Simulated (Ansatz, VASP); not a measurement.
**One calculation of MgO, two programs**

The input INCAR:

```
  ALGO = Normal
  EDIFF = 1E-6
  ENCUT = 520
  GGA = PS
  ISIF = 2
  ISMEAR = 0
  LASPH = True
  LCHARG = False
  LREAL = False
  LWAVE = False
  NBANDS = 16
  NELM = 100
  PREC = Accurate
  SIGMA = 0.05
```

KPOINTS

```
k-points
0
Gamma
  8 8 6
```

File POSCAR:

```
MgO
1.0
    0.0000000000     -2.1071057202     -2.1071057202
    0.0000000000      2.1071057202     -2.1071057202
    4.2142114403      0.0000000000      0.0000000000
Mg O
2 2
Direct
    0.5000000000      0.5000000000      0.5000000000
    0.0000000000      0.0000000000      0.0000000000
    0.5000000000      0.5000000000      0.0000000000
    0.0000000000      0.0000000000      0.5000000000
```

Input for Ansatz:

```yaml
crystal:
  lattice:
    - [0.0, -2.1071057202, -2.1071057202]
    - [0.0, 2.1071057202, -2.1071057202]
    - [4.2142114403, 0.0, 0.0]
  atoms:
    - { symbol: Mg, position: [0.5, 0.5, 0.5] }
    - { symbol: Mg, position: [0.0, 0.0, 0.0] }
    - { symbol: O, position: [0.5, 0.5, 0.0] }
    - { symbol: O, position: [0.0, 0.0, 0.5] }
basis:
  ecutwfc: 420
kpoints:
  mp_grid: { grid: [8, 8, 6] }
hamiltonian:
  xc: pbesol
scf:
  occupations: { method: gaussian, width: 0.05 }
output:
  forces: true
  stress: true
  eigenvalues: true
  write_density: true
  write_potential: true
  elf: true
  volumetric_format: npy
```

Alike in both runs: task single point; functional PBEsol; k mesh 8 × 8 × 6; occupations gaussian, width 0.05 eV; no spin polarisation.

|  | VASP | Ansatz |
| --- | --- | --- |
| version | VASP 6.6.1 | Ansatz 0.2.0 |
| potentials or method | VASP PAW PBE potentials, release 64 (Mg, O), cutoff 520 eV | scalar-relativistic, plane waves, PAW |
| valence electrons in the cell | 16 | 32 |

|  | VASP | Ansatz | Ansatz less VASP |
| --- | --- | --- | --- |
| gap on the k mesh at the Fermi level (eV) | 4.62 | 4.62 | 0.000 |
| least direct gap on the mesh (eV) | 4.62 | 4.62 | 0.000 |
| pressure (GPa) | -0.5 | 0.0 | +0.52 |

VASP's potentials were made for PBE, not for PBEsol. VASP's potentials hold 16 valence electrons a cell and Ansatz's 32, so a difference there can come from the potentials and not from the codes.
